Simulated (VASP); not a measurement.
# RbYP (Pmmm) in VASP: notebook

The runs below take RbYP through relaxation of cell and atoms, single point, with PBE.

All numbers are computed with VASP 6.6.1; they aren't measurements. Logs are shortened: lines on timing, memory, paths and dates and some standing lists are left out, and cuts for length are marked.

### 1 The cell of the first run

It takes space group Pmmm (No. 47, orthorhombic). The conventional cell has a = 4.596 Å, b = 5.182 Å, c = 6.821 Å, α = 90.00°, β = 90.00°, γ = 90.00°. Within 5.4 Å of Rb (site symmetry mmm) lie 4 Y at 4.11 Å and 4 Rb at 4.60 to 5.18 Å and 8 P at 4.86 Å. Y (site symmetry mmm) has 2 P at 2.59 Å within 3.4 Å. Within 3.4 Å of P (site symmetry mmm) lie 2 Y at 2.59 Å.

### 2 Relaxation of cell and atoms, PBE

The input, INCAR:

```
ALGO = Normal ; EDIFF = 1E-6
EDIFFG = -0.01 ; ENCUT = 600
GGA = PE ; IBRION = 2
ISIF = 3 ; ISMEAR = 0
LASPH = T ; LCHARG = F
LREAL = F ; LWAVE = F
NELM = 100 ; NSW = 100
PREC = Accurate ; SIGMA = 0.1
```

The input, KPOINTS:

```
k-points
0
Gamma
  10 10 8
```

The input, POSCAR:

```
RbYP
1.0
    4.5955705147      0.0000000000      0.0000000000
    0.0000000000      5.1816680052      0.0000000000
    0.0000000000      0.0000000000      6.8208634818
Rb Y P
1 1 1
Direct
    0.5000000000      0.0000000000      0.5000000000
    0.0000000000      0.0000000000      0.0000000000
    0.0000000000      0.5000000000      0.0000000000
```

Potentials or basis: VASP PAW PBE potentials, release 64 (Rb_sv, Y_sv, P).

Command:

```console
cat potpaw_PBE.64/Rb_sv/POTCAR potpaw_PBE.64/Y_sv/POTCAR potpaw_PBE.64/P/POTCAR > POTCAR
mpirun -np 1 vasp_std > vasp.out
```

OUTCAR:

```text
EDIFF = 1E-6
   EDIFFG = -0.01
   ENCUT = 600
   GGA = PE
   IBRION = 2
   ISIF = 3
   ISMEAR = 0
   LASPH = T
   LREAL = F
   NELM = 100
   NSW = 100
   PREC = Accurate

 ion  position               nearest neighbor table
   1  0.500  0.000  0.500-   2 4.11   2 4.11   2 4.11   2 4.11
   2  0.000  0.000  0.000-   3 2.59   3 2.59   1 4.11   1 4.11   1 4.11   1 4.11
   3  0.000  0.500  0.000-   2 2.59   2 2.59

  LATTYP: Found a simple orthorhombic cell.
 ALAT       =     4.5955705147
 B/A-ratio  =     1.1275353057
 C/A-ratio  =     1.4842256168

  Lattice vectors:

 A1 = (   4.5955705147,   0.0000000000,   0.0000000000)
 A2 = (   0.0000000000,   5.1816680052,   0.0000000000)
 A3 = (   0.0000000000,   0.0000000000,   6.8208634818)

Analysis of symmetry for initial positions (statically):
=====================================================================
 Subroutine PRICEL returns:
 Original cell was already a primitive cell.

 Routine SETGRP: Setting up the symmetry group for a
 simple orthorhombic supercell.

 Subroutine GETGRP returns: Found  8 space group operations
 (whereof  8 operations were pure point group operations)
 out of a pool of  8 trial point group operations.

The static configuration has the point symmetry D_2h.

Analysis of symmetry for dynamics (positions and initial velocities):
=====================================================================
 Subroutine PRICEL returns:
 Original cell was already a primitive cell.

 Routine SETGRP: Setting up the symmetry group for a
 simple orthorhombic supercell.

 Subroutine GETGRP returns: Found  8 space group operations
 (whereof  8 operations were pure point group operations)
 out of a pool of  8 trial point group operations.

The dynamic configuration has the point symmetry D_2h.

 Subroutine INISYM returns: Found  8 space group operations
 (whereof  8 operations are pure point group operations),
 and found     1 'primitive' translations

----------------------------------------------------------------------------------------

                                     Primitive cell

  volume of cell :     162.4233

  direct lattice vectors                    reciprocal lattice vectors
     4.595570515  0.000000000  0.000000000     0.217600839  0.000000000  0.000000000
     0.000000000  5.181668005  0.000000000     0.000000000  0.192988049  0.000000000
     0.000000000  0.000000000  6.820863482     0.000000000  0.000000000  0.146609004

  length of vectors
     4.595570515  5.181668005  6.820863482     0.217600839  0.192988049  0.146609004

  position of ions in fractional coordinates (direct lattice)
     0.500000000  0.000000000  0.500000000
     0.000000000  0.000000000  0.000000000
     0.000000000  0.500000000  0.000000000

  ion indices of the primitive-cell ions
   primitive index   ion index
                 1           1
                 2           2
                 3           3

----------------------------------------------------------------------------------------

 KPOINTS: k-points

Automatic generation of k-mesh.
 Grid dimensions read from file:
 generate k-points for:   10   10    8

 Generating k-lattice:

  Cartesian coordinates                     Fractional coordinates (reciprocal lattice)
     0.021760084  0.000000000  0.000000000     0.100000000  0.000000000  0.000000000
     0.000000000  0.019298805  0.000000000     0.000000000  0.100000000  0.000000000
     0.000000000  0.000000000  0.018326125     0.000000000  0.000000000  0.125000000

  Length of vectors
     0.021760084  0.019298805  0.018326125

  Shift w.r.t. Gamma in fractional coordinates (k-lattice)
     0.000000000  0.000000000  0.000000000

 Subroutine IBZKPT returns following result:
 ===========================================

 Found    180 irreducible k-points:

 Following reciprocal coordinates:
            Coordinates               Weight
  0.000000  0.000000  0.000000      1.000000
  0.100000  0.000000  0.000000      2.000000
  0.200000  0.000000  0.000000      2.000000
  0.300000  0.000000  0.000000      2.000000
  0.400000  0.000000  0.000000      2.000000
  0.500000  0.000000  0.000000      1.000000
[... 16 lines left out ...]
  0.400000  0.300000  0.000000      4.000000
  0.500000  0.300000  0.000000      2.000000
 [... further k-points ...]
   k-points           NKPTS =    180   k-points in BZ     NKDIM =    180   number of bands    NBANDS=     16
   number of dos      NEDOS =    301   number of ions     NIONS =      3
   total plane-waves  NPLWV =  90720
   dimension x,y,z NGX =    40 NGY =   42 NGZ =   54
   dimension x,y,z NGXF=    80 NGYF=   84 NGZF=  108
   ions per type =               1   1   1
   NGX,Y,Z   is equivalent  to a cutoff of  14.47, 13.48, 13.16 a.u.
   NGXF,Y,Z  is equivalent  to a cutoff of  28.94, 26.95, 26.32 a.u.
 SYSTEM =  unknown system
   PREC   = accura    normal or accurate (medium, high low for compatibility)
   ISTART =      0    job   : 0-new  1-cont  2-samecut
   ICHARG =      2    charge: 1-file 2-atom 10-const
   ISPIN  =      1    spin polarized calculation?
   LNONCOLLINEAR =      F non collinear calculations
   LSORBIT =      F    spin-orbit coupling
   LASPH  =      T    aspherical Exc in radial PAW
   ENCUT  =  600.0 eV  44.10 Ry    6.64 a.u.   9.18 10.35 13.62*2*pi/ulx,y,z
   NELM   =    100;   NELMIN=  2; NELMDL= -5     # of ELM steps
   EDIFF  = 0.1E-05   stopping-criterion for ELM
   LREAL  =      F    real-space projection
   EDIFFG = -.1E-01   stopping-criterion for IOM
   NSW    =    100    number of steps for IOM
   IBRION =      2    ionic relax: 0-MD 1-quasi-New 2-CG
   NFREE  =      1    steps in history (QN), initial steepest desc. (CG)
   ISIF   =      3    stress and relaxation
   ISYM   =      2    0-nonsym 1-usesym 2-fastsym
   POTIM  = 0.5000    time-step for ionic-motion
   TEBEG  =    0.0;   TEEND  =   0.0 temperature during run
   PSTRESS=    0.0 pullay stress
   NELECT =      25.0000    total number of electrons
   NUPDOWN=      -1.0000    fix difference up-down
   EMIN   =  10.00;   EMAX   =-10.00  energy-range for DOS
   EFERMI =   0.00;   METHOD = LEGACY
   ISMEAR =     0;   SIGMA  =   0.10  broadening in eV -4-tet -1-fermi 0-gaus
   EFERMI_NEDOS =   21; number of points for ismear=-14 and -15
   IALGO  =     38    algorithm
   IMIX   =      4    mixing-type and parameters
     AMIX     =   0.40;   BMIX     =  1.00
     AMIX_MAG =   1.60;   BMIX_MAG =  1.00
  volume/ion in A,a.u.               =      54.14       365.36
  Fermi-wavevector in a.u.,A,eV,Ry     =   0.877348  1.657948 10.472949  0.769740
  Thomas-Fermi vector in A             =   1.997284
   LORBIT       =      0    0 simple, 1 ext, 2 COOP (PROOUT), +10 PAW based schemes
   GGA     = PE    functional components
   LHFCALC =     F    Hartree Fock is set to
   AEXX    =    0.0000 exact exchange contribution
   IVDW    =     0    specifies the selected vdW correction
   LEPSILON=     F    determine dielectric tensor
   LRPA    =     F    only Hartree local field effects (RPA)
 conjugate gradient relaxation of ions
 non-spin polarized calculation
 Gauss-broadening in eV      SIGMA  =   0.10
  energy-cutoff  :      600.00
  volume of cell :      162.42
 maximum number of plane-waves:      5454
 NGX is ok and might be reduce to    40
   NGX = 19   NGY = 21   NGZ = 27

--------------------------------------- Ionic step        1  -------------------------------------------

 number of electron      25.0000001 magnetization

 Free energy of the ion-electron system (eV)
  ---------------------------------------------------
  ext. energy  EPLUGINS =         0.00000000
  ---------------------------------------------------
  free energy    TOTEN  =       -11.95838375 eV

  energy without entropy =      -11.94761526  energy(sigma->0) =      -11.95299951

------------------------ aborting loop because EDIFF is reached ----------------------------------------

  FORCE on cell =-STRESS in cart. coord.  units (eV):
  Direction    XX          YY          ZZ          XY          YZ          ZX
  --------------------------------------------------------------------------------------
  -------------------------------------------------------------------------------------
  Total       -0.0128219      0.1462701      0.0496098     -0.0000000      0.0000000      0.0000000
  in kB       -0.1264779      1.4428386      0.4893614     -0.0000000      0.0000000      0.0000000
  external PRESSURE =       0.6019074 kB  Pullay stress =       0.0000000 kB
[... 207 lines left out ...]
  energy  without entropy=      -11.9479847102  energy(sigma->0) =      -11.95329876

--------------------------------------- Ionic step        7  -------------------------------------------

 number of electron      25.0000000 magnetization

 Free energy of the ion-electron system (eV)
  ---------------------------------------------------
  ext. energy  EPLUGINS =         0.00000000
  ---------------------------------------------------
  free energy    TOTEN  =       -11.95863264 eV

  energy without entropy =      -11.94799746  energy(sigma->0) =      -11.95331505

 E-fermi :   0.4472     XC(G=0):  -6.5467

 val. band max:        0.4295638715   @ k =   0.1000   0.0000   0.0000
 cond. band min:       0.4543836259   @ k =   0.2000   0.0000   0.2500
 fundamental gap:      0.0248197544
 Fermi energy:         0.4472301330

 k-point     1 :       0.0000    0.0000    0.0000
  band No.  band energies     occupation
      1     -42.8494      2.00000
      2     -28.2010      2.00000
      3     -23.0462      2.00000
      4     -22.9609      2.00000
      5     -22.5302      2.00000
      6     -12.2897      2.00000
[... 8 lines left out ...]
     15       1.7319      0.00000
     16       2.0168      0.00000
[... 420 lines left out ...]
  band No.  band energies     occupation
      1     -42.8486      2.00000
      2     -28.1956      2.00000
      3     -23.0439      2.00000
      4     -22.9801      2.00000
      5     -22.5448      2.00000
      6     -12.3973      2.00000
[... 8 lines left out ...]
     15       1.4408      0.00000
     16       2.3468      0.00000

 [... further k-points ...]
[... 5 lines left out ...]
  --------------------------------------------------------------------------------------
  -------------------------------------------------------------------------------------
  Total       -0.0254205      0.0167979     -0.0093681      0.0000000      0.0000000      0.0000000
  in kB       -0.2496439      0.1649652     -0.0919997      0.0000000      0.0000000      0.0000000
  external PRESSURE =      -0.0588928 kB  Pullay stress =       0.0000000 kB
[... 18 lines left out ...]
  FREE ENERGIE OF THE ION-ELECTRON SYSTEM (eV)
  ---------------------------------------------------
  free  energy   TOTEN  =       -11.9586326363 eV

  energy  without entropy=      -11.9479974626  energy(sigma->0) =      -11.95331505

 reached required accuracy - stopping structural energy minimisation
```

It took 17 min on 1 thread of Intel Xeon 6975P-C (Granite Rapids), shared host; peak memory 0.9 GiB.

Results:

* Free energy: -11.9586 eV
* Relaxed volume: 54.38 Å³/atom
* Relaxed cell: a = 4.584 Å, b = 5.188 Å, c = 6.860 Å, α = 90.00°, β = 90.00°, γ = 90.00°
* Space group after relaxing (to 0.05 Å): Pmmm (No. 47)
* Energy gained by relaxing: 0.1 meV/atom
* Ionic steps: 7
* Pressure after relaxing: 0.0 GPa

The path:
| step | energy change (eV) | largest force (eV/Å) | pressure (GPa) | volume (Å³) |
| --- | --- | --- | --- | --- |
| 1 | 0.0000 | 0.0000 | 0.06 | 162.42 |
| 2 | 0.0000 | 0.0000 | -0.04 | 162.90 |
| 3 | -0.0001 | 0.0000 | 0.00 | 162.67 |
| 4 | -0.0001 | 0.0000 | 0.00 | 162.73 |
| 5 | -0.0002 | 0.0000 | -0.01 | 162.93 |
| 6 | -0.0002 | 0.0000 | -0.02 | 163.33 |
| 7 | -0.0002 | 0.0000 | -0.01 | 163.15 |

Final structure:
```cif
data_structure
_symmetry_space_group_name_H-M 'P 1'
_symmetry_Int_Tables_number 1
_cell_length_a 4.5843
_cell_length_b 5.1877
_cell_length_c 6.8601
_cell_angle_alpha 90.000
_cell_angle_beta 90.000
_cell_angle_gamma 90.000
_cell_volume 163.15
loop_
_atom_site_label
_atom_site_type_symbol
_atom_site_fract_x
_atom_site_fract_y
_atom_site_fract_z
_atom_site_occupancy
Rb1 Rb 0.50000 0.00000 0.50000 1
Y1 Y 0.00000 0.00000 0.00000 1
P1 P 0.00000 0.50000 0.00000 1
```

Levels at points of the mesh, in eV from the Fermi level:
```
           k point  band 10  band 11  band 12  band 13  band 14  band 15
(0.00, 0.00, 0.00)    -1.48    -0.90    -0.28     0.20     0.25     1.28
(0.50, 0.00, 0.00)    -1.46    -0.68    -0.07     0.22     0.87     1.24
(0.00, 0.50, 0.00)    -2.96    -1.51    -0.89    -0.61     0.47     1.65
(0.50, 0.50, 0.00)    -2.64    -1.69    -1.24     0.56     0.79     1.07
(0.00, 0.00, 0.50)    -1.62    -0.63    -0.29     0.24     1.04     1.26
(0.50, 0.00, 0.50)    -1.28    -0.80    -0.04     0.17     0.22     1.17
(0.00, 0.50, 0.50)    -2.86    -1.59    -0.60    -0.28     0.15     1.17
(0.50, 0.50, 0.50)    -2.65    -1.71    -1.40     0.40     0.49     1.50
```

### 3 Single point, PBE

This run uses another cell than the first one, of 30.27 Å³/atom, 0.559 times its volume.

The input, INCAR:

```
SYSTEM = RbYP
ALGO = Normal
EDIFF = 1E-6
ENCUT = 520
GGA = PE
ISIF = 2
ISMEAR = 0
LASPH = .True.
LCHARG = .False.
LREAL = .False.
LWAVE = .False.
NBANDS = 20
NELM = 60
PREC = Accurate
SIGMA = 0.1
```

The input, KPOINTS:

```
k-points
0
Gamma
  4 4 4
  0 0 0
```

The input, POSCAR:

```
RbYP
1.0
    4.0638231100      0.0000000000      0.0000000000
    0.0000000000      4.2271855800      0.0000000000
    0.0000000000      0.0000000000      5.2859716000
Rb Y P
1 1 1
Direct
    0.5000000000      0.0000000000      0.5000000000
    0.0000000000      0.0000000000      0.0000000000
    0.0000000000      0.5000000000      0.0000000000
```

Potentials or basis: VASP PAW PBE potentials, release 64 (Rb_sv, Y_sv, P).

Command:

```console
cat potpaw_PBE.64/Rb_sv/POTCAR potpaw_PBE.64/Y_sv/POTCAR potpaw_PBE.64/P/POTCAR > POTCAR
mpirun -np 1 vasp_std > vasp.out
```

OUTCAR:

```text
SYSTEM = RbYP
   EDIFF = 1E-6
   ENCUT = 520
   GGA = PE
   ISIF = 2
   ISMEAR = 0
   LASPH = .True.
   LREAL = .False.
   NELM = 60
   PREC = Accurate

 ion  position               nearest neighbor table
   1  0.500  0.000  0.500-   2 3.33   2 3.33   2 3.33   2 3.33   3 3.95   3 3.95   3 3.95   3 3.95
                             3 3.95   3 3.95   3 3.95   3 3.95
   2  0.000  0.000  0.000-   3 2.11   3 2.11   1 3.33   1 3.33   1 3.33   1 3.33
   3  0.000  0.500  0.000-   2 2.11   2 2.11   1 3.95   1 3.95   1 3.95   1 3.95   1 3.95   1 3.95
                             1 3.95   1 3.95

  LATTYP: Found a simple orthorhombic cell.
 ALAT       =     4.0638231100
 B/A-ratio  =     1.0401992079
 C/A-ratio  =     1.3007386042

  Lattice vectors:

 A1 = (   4.0638231100,   0.0000000000,   0.0000000000)
 A2 = (   0.0000000000,   4.2271855800,   0.0000000000)
 A3 = (   0.0000000000,   0.0000000000,   5.2859716000)

Analysis of symmetry for initial positions (statically):
=====================================================================
 Subroutine PRICEL returns:
 Original cell was already a primitive cell.

[... 164 lines left out ...]
  ---------------------------------------------------
  ext. energy  EPLUGINS =         0.00000000
  ---------------------------------------------------
  free energy    TOTEN  =        -8.17333050 eV

  energy without entropy =       -8.16528051  energy(sigma->0) =       -8.16930551

 E-fermi :   3.1040     XC(G=0):  -8.5904

 val. band max:        3.0851485643   @ k =   0.5000   0.0000   0.5000
 cond. band min:       3.1048459482   @ k =   0.0000   0.0000   0.2500
 fundamental gap:      0.0196973839
 Fermi energy:         3.1040466375

 k-point     1 :       0.0000    0.0000    0.0000
  band No.  band energies     occupation
      1     -39.1501      2.00000
      2     -25.3728      2.00000
      3     -20.0500      2.00000
      4     -19.3852      2.00000
      5     -19.1737      2.00000
      6      -9.5916      2.00000
[... 541 lines left out ...]
     19       7.5436      0.00000
     20       8.8276      0.00000

 [... further k-points ...]
[... 5 lines left out ...]
  --------------------------------------------------------------------------------------
  -------------------------------------------------------------------------------------
  Total        4.0095557     36.1243376      4.2477992      0.0000000      0.0000000      0.0000000
  in kB       70.7450239    637.3816258     74.9486180      0.0000000      0.0000000      0.0000000
  external PRESSURE =     261.0250893 kB  Pullay stress =       0.0000000 kB

 VOLUME and BASIS-vectors are now :
 -----------------------------------------------------------------------------
  energy-cutoff  :      520.00
  volume of cell :       90.81
      direct lattice vectors                 reciprocal lattice vectors
     4.063823110  0.000000000  0.000000000     0.246073703  0.000000000  0.000000000
     0.000000000  4.227185580  0.000000000     0.000000000  0.236564017  0.000000000
     0.000000000  0.000000000  5.285971600     0.000000000  0.000000000  0.189179980

 POSITION                                       TOTAL-FORCE (eV/Angst)
 -----------------------------------------------------------------------------------
      2.03191      0.00000      2.64299         0.000000      0.000000      0.000000
      0.00000      0.00000      0.00000         0.000000      0.000000      0.000000
      0.00000      2.11359      0.00000         0.000000      0.000000      0.000000
 -----------------------------------------------------------------------------------
    total drift:                                0.000000     -0.000000     -0.000000

  FREE ENERGIE OF THE ION-ELECTRON SYSTEM (eV)
  ---------------------------------------------------
  free  energy   TOTEN  =        -8.1733304971 eV

  energy  without entropy=       -8.1652805147  energy(sigma->0) =       -8.16930551
```

stdout:

```text
POSCAR found type information on POSCAR RbY P
 POSCAR found :  3 types and       3 ions
 scaLAPACK will be used
 LDA part: xc-table for (Slater+PW92), standard interpolation
 POSCAR, INCAR and KPOINTS ok, starting setup
 FFT: planning ... GRIDC
 FFT: planning ... GRID_SOFT
 FFT: planning ... GRID
 WAVECAR not read
 entering main loop
```

Wall time 32 s (1 thread of Intel Xeon Platinum 8375C at 2.90GHz (Ice Lake), shared host); peak memory 0.22 GiB.

What came out:

| Property | Result |
| --- | --- |
| Free energy | -8.1733 eV |
| Pressure | 26.1 GPa |

Stress tensor (GPa, compression positive):
```
 7.07  0.00  0.00
 0.00 63.74  0.00
 0.00  0.00  7.49
```

Caveat: the k points lie up to 0.39 Å⁻¹ apart.
